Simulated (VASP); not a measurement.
Here is a VASP 6.6.1 calculation.

INCAR

```
SYSTEM = Si
PREC = Accurate
ENCUT = 500
EDIFF = 1E-6
ISMEAR = 1
SIGMA = 0.025
LREAL = .FALSE.
LASPH = .TRUE.
NELM = 120
ALGO = Normal
ISIF = 2
LWAVE = .FALSE.
LCHARG = .FALSE.
GGA = PE
NBANDS = 11
GGA_COMPAT = .FALSE.
```

The input KPOINTS:

```
Automatic mesh
0
G
  14 14 14
  0 0 0
```

Contents of POSCAR:

```
Si
1.0
   -2.3713700000      2.3713700000      1.3292650000
    2.3713700000     -2.3713700000      1.3292650000
    2.3713700000      2.3713700000     -1.3292650000
Si
2
Direct
    0.2500000000      0.7500000000      0.5000000000
    0.5000000000      0.5000000000      0.0000000000
```

Potentials or basis: VASP PAW PBE potentials, release 64 (Si).

Command:

```sh
$ cat potpaw_PBE.64/Si/POTCAR > POTCAR
$ mpirun -np 1 vasp_std > vasp.out
```

Problem. Predict the pressure.

Solution. 3.0 GPa.

Problem. Estimate the band gap on the k mesh.

Solution. Zero (bands 4 and 5 overlap by 6.44 eV).

Stress tensor (GPa, compression positive):
```
3.50 0.00 0.00
0.00 3.50 0.00
0.00 0.00 2.06
```

Caveat: the cell stands under pressure.
